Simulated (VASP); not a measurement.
# LiSi8O16 (a cell with a defect) in VASP: notebook

Runs on LiSi8O16 (a cell with a defect). Level: PBE. Tasks: single point.

Program: VASP 6.6.1. These are calculated values, not measurements. Logs are shortened: lines on timing, memory, paths and dates and some standing lists are left out, and cuts for length are marked.

## Step 1: The cell of the first run

The cell holds a defect, 25 atoms: a = 5.846 Å, b = 5.846 Å, c = 5.303 Å, α = 90.00°, β = 90.00°, γ = 90.00°.

## Step 2: Single point, PBE

INCAR

```
SYSTEM = LiSi8O16
PREC = Accurate
ENCUT = 520
EDIFF = 1E-7
ISMEAR = 0
SIGMA = 0.02
LREAL = Auto
LASPH = .TRUE.
NELM = 100
ALGO = Normal
ISIF = 2
LWAVE = .FALSE.
LCHARG = .TRUE.
GGA = PE
LELF = .TRUE.
LVHAR = .TRUE.
NELECT = 130.0
NBANDS = 84
```

KPOINTS

```
regular mesh
0
G
  2 2 2
  0 0 0
```

POSCAR

```
LiSi8O16
1.0
   -4.1337000000     -4.1337000000      0.0000000000
    4.1337000000     -4.1337000000      0.0000000000
    0.0000000000      0.0000000000      5.3034000000
Si O Li
8 16 1
Direct
    0.5035534751      0.5008887921      0.0079533884
    0.0050189903      0.4979819532      0.2543315609
    0.5089411423      0.5061305852      0.5009752234
   -0.0153738781      0.5146174130      0.7570168194
   -0.0032173356     -0.0001972809      0.0079528227
    0.4953172702      0.0027091952      0.2543317494
   -0.0086045190     -0.0054395578      0.5009748463
    0.5157101386     -0.0139262646      0.7570168194
    0.1959567700      0.4891812420     -0.0036625561
   -0.0024000290      0.1947630452      0.2567311536
    0.8042880470      0.5083459129      0.0113794924
    0.0121097322      0.8023310835      0.2535332051
    0.1967434744      0.4943301401      0.5118967078
   -0.0267636742      0.1957965019      0.7542925293
    0.8063294385      0.5111338510      0.4997030207
   -0.0002128843      0.8077620534      0.7560312253
    0.6960486973     -0.0076535549      0.0113794924
    0.4882268912      0.6983604277      0.2535333937
    0.3043796115      0.0115093016     -0.0036623675
    0.5027373781      0.3059284660      0.2567313422
    0.6940071848     -0.0104416141      0.4997033978
    0.5005499915      0.6929294579      0.7560314138
    0.3035931490      0.0063613712      0.5118970849
    0.5270999347      0.3048948884      0.7542927179
    0.2501682512      0.2503458161      0.7110710110
```

Potentials or basis: VASP PAW PBE potentials, release 64 (Si, O, Li_sv).

Launch:

```bash
$ cat potpaw_PBE.64/Si/POTCAR potpaw_PBE.64/O/POTCAR potpaw_PBE.64/Li_sv/POTCAR > POTCAR
$ mpirun -np 1 vasp_std > vasp.out
```

OUTCAR:

```text
SYSTEM = LiSi8O16
   PREC = Accurate
   ENCUT = 520
   EDIFF = 1E-7
   ISMEAR = 0
   LREAL = Auto
   LASPH = .TRUE.
   NELM = 100
   ISIF = 2
   GGA = PE
   NELECT = 130.0

 ion  position               nearest neighbor table
   1  0.504  0.501  0.008-  18 1.74  20 1.74  22 1.75  11 1.76  24 1.77   9 1.80  25 2.61   3 2.62
                             3 2.69   4 3.11   8 3.13
   2  0.005  0.498  0.254-  11 1.74  15 1.75   9 1.77  13 1.77  10 1.77  12 1.78   4 2.64   4 2.67

   3  0.509  0.506  0.501-  18 1.73  15 1.74  22 1.74  20 1.75  24 1.79  13 1.83  25 2.40   1 2.62
                             1 2.69   4 3.10   8 3.12
   4  0.985  0.515  0.757-  11 1.71  16 1.72  15 1.72   9 1.78  13 1.80  14 1.87  25 2.20   2 2.64
                             2 2.67   3 3.10   1 3.11   7 3.12   5 3.13
   5  0.997  1.000  0.008-  12 1.74  10 1.74  16 1.75  17 1.76  14 1.77  19 1.80  25 2.61   7 2.62
                             7 2.69   8 3.11   4 3.13
   6  0.495  0.003  0.254-  17 1.74  21 1.75  19 1.77  23 1.77  20 1.77  18 1.78   8 2.64   8 2.67

   7  0.991  0.995  0.501-  12 1.73  21 1.74  16 1.74  10 1.75  14 1.79  23 1.83  25 2.40   5 2.62
                             5 2.69   8 3.10   4 3.12
   8  0.516  0.986  0.757-  17 1.71  22 1.72  21 1.72  19 1.78  23 1.80  24 1.87  25 2.20   6 2.64
                             6 2.67   7 3.10   5 3.11   3 3.12   1 3.13
   9  0.196  0.489  0.996-   2 1.77   4 1.78   1 1.80  25 2.08
  10  0.998  0.195  0.257-   5 1.74   7 1.75   2 1.77
  11  0.804  0.508  0.011-   4 1.71   2 1.74   1 1.76
  12  0.012  0.802  0.254-   7 1.73   5 1.74   2 1.78
  13  0.197  0.494  0.512-   2 1.77   4 1.80  25 1.80   3 1.83
  14  0.973  0.196  0.754-  25 1.67   5 1.77   7 1.79   4 1.87
  15  0.806  0.511  0.500-   4 1.72   3 1.74   2 1.75
  16  1.000  0.808  0.756-   4 1.72   7 1.74   5 1.75
  17  0.696  0.992  0.011-   8 1.71   6 1.74   5 1.76
  18  0.488  0.698  0.254-   3 1.73   1 1.74   6 1.78
  19  0.304  0.012  0.996-   6 1.77   8 1.78   5 1.80  25 2.08
  20  0.503  0.306  0.257-   1 1.74   3 1.75   6 1.77
  21  0.694  0.990  0.500-   8 1.72   7 1.74   6 1.75
  22  0.501  0.693  0.756-   8 1.72   3 1.74   1 1.75
  23  0.304  0.006  0.512-   6 1.77   8 1.80  25 1.80   7 1.83
  24  0.527  0.305  0.754-  25 1.67   1 1.77   3 1.79   8 1.87
  25  0.250  0.250  0.711-  24 1.67  14 1.67  23 1.80  13 1.80   9 2.08  19 2.08   4 2.20   8 2.20
                             3 2.40   7 2.40   5 2.61   1 2.61

  LATTYP: Found a simple tetragonal cell.
 ALAT       =     5.8459346028
 C/A-ratio  =     0.9071945481

  Lattice vectors:

 A1 = (  -4.1337000000,  -4.1337000000,   0.0000000000)
 A2 = (   4.1337000000,  -4.1337000000,   0.0000000000)
 A3 = (   0.0000000000,   0.0000000000,   5.3034000000)

Analysis of symmetry for initial positions (statically):
=====================================================================
 Subroutine PRICEL returns:
 Original cell was already a primitive cell.

 Routine SETGRP: Setting up the symmetry group for a
 simple tetragonal supercell.

 Subroutine GETGRP returns: Found  2 space group operations
 (whereof  1 operations were pure point group operations)
 out of a pool of 16 trial point group operations.

The static configuration has the point symmetry C_1 .
 The point group associated with its full space group is C_2 .

Analysis of symmetry for dynamics (positions and initial velocities):
=====================================================================
 Subroutine PRICEL returns:
 Original cell was already a primitive cell.

 Routine SETGRP: Setting up the symmetry group for a
 simple tetragonal supercell.

 Subroutine GETGRP returns: Found  2 space group operations
 (whereof  1 operations were pure point group operations)
 out of a pool of 16 trial point group operations.

The dynamic configuration has the point symmetry C_1 .
 The point group associated with its full space group is C_2 .

 Subroutine INISYM returns: Found  2 space group operations
 (whereof  1 operations are pure point group operations),
 and found     1 'primitive' translations

----------------------------------------------------------------------------------------

                                     Primitive cell

  volume of cell :     181.2434

  direct lattice vectors                    reciprocal lattice vectors
    -4.133700000 -4.133700000  0.000000000    -0.120957012 -0.120957012  0.000000000
[... 62 lines left out ...]

 KPOINTS: regular mesh

Automatic generation of k-mesh.
 Grid dimensions read from file:
 generate k-points for:    2    2    2

 Generating k-lattice:

  Cartesian coordinates                     Fractional coordinates (reciprocal lattice)
    -0.060478506 -0.060478506  0.000000000     0.500000000  0.000000000  0.000000000
     0.060478506 -0.060478506  0.000000000     0.000000000  0.500000000  0.000000000
     0.000000000  0.000000000  0.094279142     0.000000000  0.000000000  0.500000000

  Length of vectors
     0.085529523  0.085529523  0.094279142

  Shift w.r.t. Gamma in fractional coordinates (k-lattice)
     0.000000000  0.000000000  0.000000000

 Subroutine IBZKPT returns following result:
 ===========================================

 Found      8 irreducible k-points:

 Following reciprocal coordinates:
            Coordinates               Weight
  0.000000  0.000000  0.000000      1.000000
  0.500000  0.000000  0.000000      1.000000
  0.000000  0.500000  0.000000      1.000000
  0.500000  0.500000  0.000000      1.000000
  0.000000  0.000000  0.500000      1.000000
  0.500000  0.000000  0.500000      1.000000
  0.000000  0.500000  0.500000      1.000000
  0.500000  0.500000  0.500000      1.000000
   k-points           NKPTS =      8   k-points in BZ     NKDIM =      8   number of bands    NBANDS=     84
   number of dos      NEDOS =    301   number of ions     NIONS =     25
   total plane-waves  NPLWV =  92160
   dimension x,y,z NGX =    48 NGY =   48 NGZ =   40
   dimension x,y,z NGXF=    96 NGYF=   96 NGZF=   80
   ions per type =               8  16   1
   NGX,Y,Z   is equivalent  to a cutoff of  13.65, 13.65, 12.54 a.u.
   NGXF,Y,Z  is equivalent  to a cutoff of  27.30, 27.30, 25.08 a.u.
 SYSTEM =  LiSi8O16
   PREC   = accura    normal or accurate (medium, high low for compatibility)
   ISTART =      0    job   : 0-new  1-cont  2-samecut
   ICHARG =      2    charge: 1-file 2-atom 10-const
   ISPIN  =      1    spin polarized calculation?
   LNONCOLLINEAR =      F non collinear calculations
   LSORBIT =      F    spin-orbit coupling
   LASPH  =      T    aspherical Exc in radial PAW
   ENCUT  =  520.0 eV  38.22 Ry    6.18 a.u.  10.87 10.87  9.86*2*pi/ulx,y,z
   NELM   =    100;   NELMIN=  2; NELMDL= -5     # of ELM steps
   EDIFF  = 0.1E-06   stopping-criterion for ELM
   LREAL  =      T    real-space projection
   EDIFFG = 0.1E-05   stopping-criterion for IOM
   NSW    =      0    number of steps for IOM
   IBRION =     -1    ionic relax: 0-MD 1-quasi-New 2-CG
   NFREE  =      0    steps in history (QN), initial steepest desc. (CG)
   ISIF   =      2    stress and relaxation
   ISYM   =      2    0-nonsym 1-usesym 2-fastsym
   POTIM  = 0.5000    time-step for ionic-motion
   TEBEG  =    0.0;   TEEND  =   0.0 temperature during run
   PSTRESS=    0.0 pullay stress
   NELECT =     130.0000    total number of electrons
   NUPDOWN=      -1.0000    fix difference up-down
   EMIN   =  10.00;   EMAX   =-10.00  energy-range for DOS
   EFERMI =   0.00;   METHOD = LEGACY
   ISMEAR =     0;   SIGMA  =   0.02  broadening in eV -4-tet -1-fermi 0-gaus
   EFERMI_NEDOS =   21; number of points for ismear=-14 and -15
   IALGO  =     38    algorithm
   IMIX   =      4    mixing-type and parameters
     AMIX     =   0.40;   BMIX     =  1.00
     AMIX_MAG =   1.60;   BMIX_MAG =  1.00
  volume/ion in A,a.u.               =       7.25        48.92
  Fermi-wavevector in a.u.,A,eV,Ry     =   1.465442  2.769283 29.218771  2.147519
  Thomas-Fermi vector in A             =   2.581298
   LORBIT       =      0    0 simple, 1 ext, 2 COOP (PROOUT), +10 PAW based schemes
   GGA     = PE    functional components
   LHFCALC =     F    Hartree Fock is set to
   AEXX    =    0.0000 exact exchange contribution
   IVDW    =     0    specifies the selected vdW correction
   LEPSILON=     F    determine dielectric tensor
   LRPA    =     F    only Hartree local field effects (RPA)
 non-spin polarized calculation
 Gauss-broadening in eV      SIGMA  =   0.02
  energy-cutoff  :      520.00
  volume of cell :      181.24
 maximum number of plane-waves:      4912
 NGX is ok and might be reduce to    48
   NGX = 21   NGY = 21   NGZ = 19

 number of electron     129.9999987 magnetization

 Free energy of the ion-electron system (eV)
  ---------------------------------------------------
  ext. energy  EPLUGINS =         0.00000000
  ---------------------------------------------------
  free energy    TOTEN  =      -196.21195054 eV

  energy without entropy =     -196.21195054  energy(sigma->0) =     -196.21195054

 E-fermi :   8.9533     XC(G=0): -12.4949

 val. band max:        8.7649951951   @ k =   0.0000   0.0000   0.0000
 cond. band min:      14.8767235819   @ k =   0.0000   0.0000   0.0000
 fundamental gap:      6.1117283868
 Fermi energy:         8.9533450393

 k-point     1 :       0.0000    0.0000    0.0000
  band No.  band energies     occupation
      1     -34.7483      2.00000
      2     -13.9301      2.00000
      3     -12.1476      2.00000
      4     -12.1260      2.00000
      5     -11.2064      2.00000
      6     -11.1833      2.00000
[... 629 lines left out ...]
     76      19.5066      0.00000
     77      19.5378      0.00000
 [bands above 77 left out]

------------------------ aborting loop because EDIFF is reached ----------------------------------------

  FORCE on cell =-STRESS in cart. coord.  units (eV):
  Direction    XX          YY          ZZ          XY          YZ          ZX
  --------------------------------------------------------------------------------------
  -------------------------------------------------------------------------------------
  Total       15.4119234     22.0324041     14.4394242      2.6150170      0.0000000      0.0000000
  in kB      136.2401564    194.7646706    127.6433424     23.1165387      0.0000000      0.0000000
  external PRESSURE =     152.8827231 kB  Pullay stress =       0.0000000 kB

 VOLUME and BASIS-vectors are now :
 -----------------------------------------------------------------------------
  energy-cutoff  :      520.00
  volume of cell :      181.24
      direct lattice vectors                 reciprocal lattice vectors
    -4.133700000 -4.133700000  0.000000000    -0.120957012 -0.120957012  0.000000000
     4.133700000 -4.133700000  0.000000000     0.120957012 -0.120957012  0.000000000
     0.000000000  0.000000000  5.303400000     0.000000000  0.000000000  0.188558283

 POSITION                                       TOTAL-FORCE (eV/Angst)
 -----------------------------------------------------------------------------------
     -0.01102     -4.15206      0.04218        -0.013515     -0.023512     -0.013035
      2.03776     -2.07926      1.34882        -0.006142     -0.013503      0.001805
     -0.01162     -4.19600      2.65687         0.006539      0.007519     -0.010345
     -1.94287     -6.19742      4.01476         0.025043      0.023381     -0.013160
      0.01248     -8.25328      0.04218         0.013515      0.023512     -0.013035
     -2.03629     -2.05869      1.34882         0.006142      0.013503      0.001805
[... 17 lines left out ...]
     -0.91853     -3.43922      4.00032        -0.077923     -0.082946      0.005163
      0.00073     -2.06897      3.77109         0.000000     -0.000000      0.261885
 -----------------------------------------------------------------------------------
    total drift:                                0.010342      0.007167      0.021405

  FREE ENERGIE OF THE ION-ELECTRON SYSTEM (eV)
  ---------------------------------------------------
  free  energy   TOTEN  =      -196.2119505364 eV

  energy  without entropy=     -196.2119505364  energy(sigma->0) =     -196.21195054
```

Run time: 3.7 min. Hardware: 1 thread of Oxide Virtual Turin-like, shared host; peak memory 0.29 GiB.

Results:

| Property | Result |
| --- | --- |
| Free energy | -196.2120 eV |
| Largest force | 0.262 eV/Å |

Forces on the atoms (eV/Å):
```
Si  -0.014 -0.024 -0.013
Si  -0.006 -0.014  0.002
Si   0.007  0.008 -0.010
Si   0.025  0.023 -0.013
Si   0.014  0.024 -0.013
Si   0.006  0.014  0.002
Si  -0.007 -0.008 -0.010
Si  -0.025 -0.023 -0.013
O   -0.030  0.011 -0.021
O    0.031  0.003 -0.023
O    0.029 -0.025  0.004
O   -0.041 -0.016 -0.008
O   -0.039  0.025 -0.012
O    0.078  0.083  0.005
O    0.023  0.002 -0.027
O   -0.024 -0.018 -0.016
O   -0.029  0.025  0.004
O    0.041  0.016 -0.008
O    0.030 -0.011 -0.021
O   -0.031 -0.003 -0.023
O   -0.023 -0.002 -0.027
O    0.024  0.018 -0.016
O    0.039 -0.025 -0.012
O   -0.078 -0.083  0.005
Li   0.000  0.000  0.262
```

Caveat: the k points lie up to 0.59 Å⁻¹ apart; the cell carries a net charge on a neutralising background, which shifts energy and pressure; the cell is charged against a uniform background, so pressure and absolute levels hang on convention; the cutoff is under 1.25 times the usual one of these potentials, so pressure, stress and relaxed cells hold a basis-set (Pulay) error.

## Step 3: Single point, PBE

INCAR

```
SYSTEM = LiSi8O16
PREC = Accurate
ENCUT = 520
EDIFF = 1E-6
ISMEAR = 0
SIGMA = 0.02
LREAL = Auto
LASPH = .TRUE.
NELM = 60
ALGO = Normal
ISIF = 2
LWAVE = .FALSE.
LCHARG = .FALSE.
GGA = PE
NBANDS = 84
NELECT = 130.0
```

KPOINTS

```
Automatic mesh
0
G
  2 2 2
  0 0 0
```

POSCAR

```
LiSi8O16
1.0
   -4.1337000000     -4.1337000000      0.0000000000
    4.1337000000     -4.1337000000      0.0000000000
    0.0000000000      0.0000000000      5.3034000000
Si O Li
8 16 1
Direct
    0.5016163485      0.4991461645      0.0073907305
    0.0040198853      0.4988758255      0.2536297470
    0.5112988364      0.5088235721      0.5005909417
   -0.0134199386      0.5140977816      0.7583980088
   -0.0011821129      0.0014794252      0.0073903534
    0.4964142294      0.0017494013      0.2536297470
   -0.0108642378     -0.0081985872      0.5005905645
    0.5138544161     -0.0134726758      0.7583980088
    0.1956148245      0.4928516825     -0.0021772825
    0.0006173646      0.1950073784      0.2583058038
    0.8035360573      0.5036304038      0.0104989252
    0.0070820330      0.8025611438      0.2520863974
    0.1968758013      0.5029255872      0.5095303013
   -0.0200885405      0.1962563805      0.7535343365
    0.8071045310      0.5086786656      0.5009237470
   -0.0029073227      0.8077487481      0.7568144964
    0.6968985413     -0.0030042093      0.0104989252
    0.4933525655      0.6980643249      0.2520865860
    0.3048195321      0.0077733024     -0.0021772825
    0.4998177178      0.3056180903      0.2583058038
    0.6933300675     -0.0080524712      0.5009239356
    0.5033421632      0.6928767206      0.7568146849
    0.3035587972     -0.0023003605      0.5095304899
    0.5205226552      0.3043690882      0.7535343365
    0.2502172388      0.2503123110      0.6697873063
```

Potentials or basis: VASP PAW PBE potentials, release 64 (Si, O, Li_sv).

Launch:

```bash
$ cat potpaw_PBE.64/Si/POTCAR potpaw_PBE.64/O/POTCAR potpaw_PBE.64/Li_sv/POTCAR > POTCAR
$ mpirun -np 1 vasp_std > vasp.out
```

Run time: 5.4 min. Hardware: 1 thread of Oxide Virtual Turin-like, shared host; peak memory 0.29 GiB.

It converged, with:

| Quantity | Value |
| --- | --- |
| Free energy | -196.1317 eV |
| Largest force | 0.209 eV/Å |

Forces on the atoms (eV/Å):
```
Si  -0.023 -0.021 -0.013
Si  -0.002 -0.017  0.004
Si   0.009  0.000 -0.011
Si   0.030  0.030 -0.010
Si   0.023  0.021 -0.013
Si   0.002  0.017  0.004
Si  -0.009  0.000 -0.011
Si  -0.030 -0.030 -0.010
O   -0.028  0.010 -0.020
O    0.027  0.003 -0.018
O    0.034 -0.019  0.013
O   -0.032 -0.012 -0.013
O   -0.024  0.011 -0.018
O    0.075  0.079  0.017
O    0.022  0.006 -0.025
O   -0.023 -0.013 -0.010
O   -0.034  0.019  0.013
O    0.032  0.012 -0.013
O    0.028 -0.010 -0.020
O   -0.027 -0.003 -0.018
O   -0.022 -0.006 -0.025
O    0.023  0.013 -0.010
O    0.024 -0.011 -0.018
O   -0.075 -0.079  0.017
Li   0.000  0.000  0.209
```

Levels at points of the mesh, in eV from the Fermi level:
```tsv
k point	band 62	band 63	band 64	band 65	band 66	band 67	band 68	band 69
(0.00, 0.00, 0.00)	-1.69	-0.97	-0.92	-0.09	6.01	6.69	7.36	7.42
(0.50, 0.00, 0.00)	-1.62	-1.46	-0.97	-0.85	6.93	7.01	7.73	7.89
(0.00, 0.50, 0.00)	-1.57	-1.47	-0.97	-0.88	7.04	7.07	7.74	7.78
(0.50, 0.50, 0.00)	-1.27	-1.19	-1.08	-0.98	7.79	7.80	8.05	8.10
(0.00, 0.00, 0.50)	-1.50	-1.49	-1.06	-0.79	7.70	7.89	8.26	8.33
(0.50, 0.00, 0.50)	-1.20	-1.13	-0.97	-0.83	7.97	8.15	8.21	8.35
(0.00, 0.50, 0.50)	-1.18	-1.09	-0.94	-0.89	8.04	8.20	8.24	8.36
(0.50, 0.50, 0.50)	-1.47	-1.45	-1.39	-1.33	8.88	9.08	9.21	9.26
```

Caveat: the k points lie up to 0.59 Å⁻¹ apart; the cell carries a net charge on a neutralising background, which shifts energy and pressure; the cell is charged against a uniform background, so pressure and absolute levels hang on convention; the cutoff is under 1.25 times the usual one of these potentials, so pressure, stress and relaxed cells hold a basis-set (Pulay) error.

(Continued in part 2 of 2.)
